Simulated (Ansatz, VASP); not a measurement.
**BeTe: VASP beside Ansatz**

The input INCAR:

```
SYSTEM = BeTe
  PREC = Accurate
  ENCUT = 520
  EDIFF = 1E-6
  ISMEAR = 0
  SIGMA = 0.01
  LREAL = .False.
  LASPH = .True.
  NELM = 80
  ALGO = Normal
  ISIF = 2
  LWAVE = .False.
  LCHARG = .True.
  GGA = PE
  LELF = .True.
  LVHAR = .True.
  NBANDS = 11
```

File KPOINTS:

```
Automatic mesh
0
Gamma
  6 6 6
  0 0 0
```

The input POSCAR:

```
BeTe
1.0
    0.0000000000      2.8032676124      2.8032676124
    2.8032676124      0.0000000000      2.8032676124
    2.8032676124      2.8032676124      0.0000000000
Be Te
1 1
Direct
    0.0000000000      0.0000000000      0.0000000000
    0.2500000000      0.2500000000      0.2500000000
```

Input for Ansatz:

```yaml
crystal:
  lattice:
    - [0.0, 2.8032676124, 2.8032676124]
    - [2.8032676124, 0.0, 2.8032676124]
    - [2.8032676124, 2.8032676124, 0.0]
  atoms:
    - { symbol: Be, position: [0.0, 0.0, 0.0] }
    - { symbol: Te, position: [0.25, 0.25, 0.25] }
kpoints:
  mp_grid: { grid: [6, 6, 6] }
hamiltonian:
  xc: pbe
scf:
  occupations: { method: fixed }
  n_extra_bands: 4
output:
  forces: true
  stress: true
  eigenvalues: true
```

Alike in both runs: task single point; functional PBE; k mesh 6 × 6 × 6; no spin polarisation.

```csv
,VASP,Ansatz
version,VASP 6.6.1,Ansatz 0.2.0
potentials or method,"VASP PAW PBE potentials, release 64 (Be, Te)","plane waves, PAW"
plane-wave cutoff (eV),520,420
occupations,"gaussian, width 0.01 eV",fixed
valence electrons in the cell,8,18
```

|  | VASP | Ansatz | Ansatz less VASP |
| --- | --- | --- | --- |
| gap on the k mesh at the Fermi level (eV) | 1.94 | 1.95 | +0.015 |
| pressure (GPa) | 2.0 | 1.9 | -0.15 |

VASP's potentials hold 8 valence electrons a cell and Ansatz's 18, so a difference there can come from the potentials and not from the codes.

Spin-orbit coupling is off throughout.
